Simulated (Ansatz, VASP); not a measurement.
C in VASP and in Ansatz

File INCAR:

```
  PREC = Accurate
  ENCUT = 520
  EDIFF = 1E-6
  ISMEAR = 0
  SIGMA = 0.05
  LREAL = False
  LASPH = True
  NELM = 60
  ALGO = Normal
  ISIF = 2
  LWAVE = False
  LCHARG = False
  GGA = PE
  IVDW = 12
  NBANDS = 11
```

Contents of KPOINTS:

```
Automatic mesh
0
Gamma
  15 15 15
```

POSCAR

```
C
1.0
    1.2119157437      0.6996998808      3.3052526588
   -1.2119157437      0.6996998808      3.3052526588
    0.0000000000     -1.3993997617      3.3052526588
C
2
Direct
    0.1741321547      0.1741321547      0.1741321547
    0.8258678453      0.8258678453      0.8258678453
```

Input for Ansatz:

```yaml
crystal:
  lattice:
    - [1.2119157437, 0.6996998808, 3.3052526588]
    - [-1.2119157437, 0.6996998808, 3.3052526588]
    - [0.0, -1.3993997617, 3.3052526588]
  atoms:
    - { symbol: C, position: [0.1741321547, 0.1741321547, 0.1741321547] }
    - { symbol: C, position: [0.8258678453, 0.8258678453, 0.8258678453] }
basis:
  ecutwfc: 520.0
kpoints:
  mp_grid: { grid: [15, 15, 15] }
hamiltonian:
  xc: pbe
  dispersion: d3bj
scf:
  occupations: { method: gaussian, width: 0.05 }
output:
  forces: true
  stress: true
  eigenvalues: true
```

Change from the starting cell: mode 4 frozen in at +0.076 Å, equal normal strain along x, y and z -0.0167.

Alike in both runs: task single point; functional PBE; dispersion D3(BJ); k mesh 15 × 15 × 15; occupations gaussian, width 0.05 eV; no spin polarisation.

```csv
,VASP,Ansatz
version,VASP 6.6.1,Ansatz 0.2.0
potentials or method,"VASP PAW PBE potentials, release 64 (C), cutoff 520 eV","scalar-relativistic, plane waves, PAW"
valence electrons in the cell,8,8
```

VASP gave:

```
gap on the k mesh at the Fermi level (eV)                     : 0.47
least direct gap on the mesh (eV)                             : 0.47
pressure (GPa)                                                : 15.3
traceless stress, the component that is largest in VASP (GPa) : -18.13
rms of the force components (eV/Å)                            : 1.421
```

Which values does Ansatz return?

gap on the k mesh at the Fermi level (eV): 0.47; least direct gap on the mesh (eV): 0.47; pressure (GPa): 14.8; traceless stress, the component that is largest in VASP (GPa): -17.57; rms of the force components (eV/Å): 1.426.

Atom by atom the forces differ by 0.005 eV/Å (rms over components).
